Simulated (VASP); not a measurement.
LiGaO:

```
CELL_PARAMETERS angstrom
3.57611 0.00000 0.00000
0.00000 3.57611 0.00000
0.00000 0.00000 3.17242
ATOMIC_POSITIONS crystal
Li 0.00000 0.00000 0.50000
Ga 0.50000 0.50000 0.50000
O 0.00000 0.00000 0.00000
```

The cell was built from a structure type or drawn by symmetry, and may not be a known phase.

| Item | Value |
| --- | --- |
| Program | VASP 6.6.1 |
| Task | relaxation of cell and atoms |
| Functional | PBE |
| Potentials or basis | VASP PAW PBE potentials, release 64 (Li_sv, Ga_d, O) |
| Cutoff | 600 eV |
| k mesh | 6 × 6 × 6 |
| Occupations | gaussian, width 0.1 eV |
| Spin | no spin polarisation |

At the start: pressure 10.7 GPa; volume 13.52 Å³/atom.

Where does the relaxation end?

Over 6 steps the energy falls by 79.5 meV/atom and the volume is 16.11 Å³/atom (+19.1 %); space group P4/mmm (No. 123, to 0.1 Å) before and after.

The path:
| step | energy change (eV) | largest force (eV/Å) | pressure (GPa) | volume (Å³) |
| --- | --- | --- | --- | --- |
| 1 | 0.0000 | 0.0000 | 10.73 | 40.57 |
| 2 | -0.1901 | 0.0000 | -0.15 | 46.05 |
| 3 | -0.2030 | 0.0000 | 1.69 | 44.77 |
| 4 | -0.2240 | 0.0000 | 1.06 | 45.99 |
| 5 | -0.2330 | 0.0000 | -0.33 | 49.74 |
| 6 | -0.2384 | 0.0000 | 0.11 | 48.34 |

Final structure:
```xyz
3
Lattice="3.7823 0.0000 0.0000 0.0000 3.7823 0.0000 0.0000 0.0000 3.3789" Properties=species:S:1:pos:R:3 pbc="T T T"
Li    0.0000    0.0000    1.6895
Ga    1.8912    1.8912    1.6895
O     0.0000    0.0000    0.0000
```

Caveat: the cutoff is under 1.25 times the usual one of these potentials, so pressure, stress and relaxed cells hold a basis-set (Pulay) error; the volume moved by over 15 % at a fixed basis, so the end points are rough.
